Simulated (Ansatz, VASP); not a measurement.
**One calculation of SiC, two programs**

```
CELL_PARAMETERS angstrom
3.10791 0.00000 0.00000
-1.55395 2.69153 0.00000
0.00000 0.00000 5.09794
ATOMIC_POSITIONS crystal
Si 0.33333 0.66667 0.00451
Si 0.66667 0.33333 0.50451
C 0.33333 0.66667 0.38049
C 0.66667 0.33333 0.88049
```

Alike in both runs: functional RPBE; k mesh 6 × 6 × 4; no spin polarisation.

Ansatz relaxed the structure, and its values are those at the end. VASP's run is a single point on that final structure, the one shown.

|  | VASP | Ansatz |
| --- | --- | --- |
| version | VASP 6.6.1 | Ansatz 0.2.0 |
| potentials or method | VASP PAW PBE potentials, release 64 (Si, C) | plane waves, PAW |
| plane-wave cutoff (eV) | 520 | 420 |
| occupations | gaussian, width 0.01 eV | fixed |
| valence electrons in the cell | 16 | 16 |

```tsv
	VASP	Ansatz	Ansatz less VASP
pressure (GPa)	-0.5	0.0	+0.46
```

VASP's potentials were made for PBE, not for RPBE.
